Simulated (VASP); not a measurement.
Write the native input for VASP 6.6.1 that does the following.

```yaml
Task: single point
Functional: PBE
Potentials_or_basis: VASP PAW PBE potentials, release 64 (Al, As)
Cutoff: 520 eV
k_mesh: 12 × 12 × 8
Occupations: gaussian, width 0.1 eV
Spin: no spin polarisation
Dipole_correction: no
Further_INCAR_settings: ALGO = Normal; EDIFF = 1e-06; NBANDS = 23
```

The structure of AlAs5 lies in POSCAR:

```
AlAs5
1.0
    5.3637706193      0.0000000000      0.0000000000
   -2.6818853097      4.6451616163      0.0000000000
    0.0000000000      0.0000000000      5.1391961075
Al As
1 5
Direct
    0.0000000000      0.0000000000      0.0000000000
    0.3333333333      0.6666666667      0.0000000000
    0.6666666667      0.3333333333      0.0000000000
    0.5000000000      0.0000000000      0.5000000000
    0.5000000000      0.5000000000      0.5000000000
    0.0000000000      0.5000000000      0.5000000000
```

The cell was generated, and may not be a known phase.

These files were run (other wordings do the same):

INCAR

```
  ALGO = Normal
  EDIFF = 1E-6
  ENCUT = 520
  GGA = PE
  ISIF = 2
  ISMEAR = 0
  LASPH = True
  LCHARG = False
  LREAL = False
  LWAVE = False
  NBANDS = 23
  NELM = 100
  PREC = Accurate
  SIGMA = 0.1
```

KPOINTS

```
k-points
0
Gamma
  12 12 8
```

Potentials or basis: VASP PAW PBE potentials, release 64 (Al, As).

Command:

```console
$ cat potpaw_PBE.64/Al/POTCAR potpaw_PBE.64/As/POTCAR > POTCAR
$ mpirun -np 1 vasp_std > vasp.out
```

It gave:

- Pressure: 0.1 GPa
- Band gap on the k mesh: zero (bands 14 and 15 overlap by 1.56 eV)

Wall time 2.2 min on 1 thread of Intel(R) Xeon(R) Platinum 8488C (Sapphire Rapids), with other jobs on the host, peak memory 0.38 GiB.
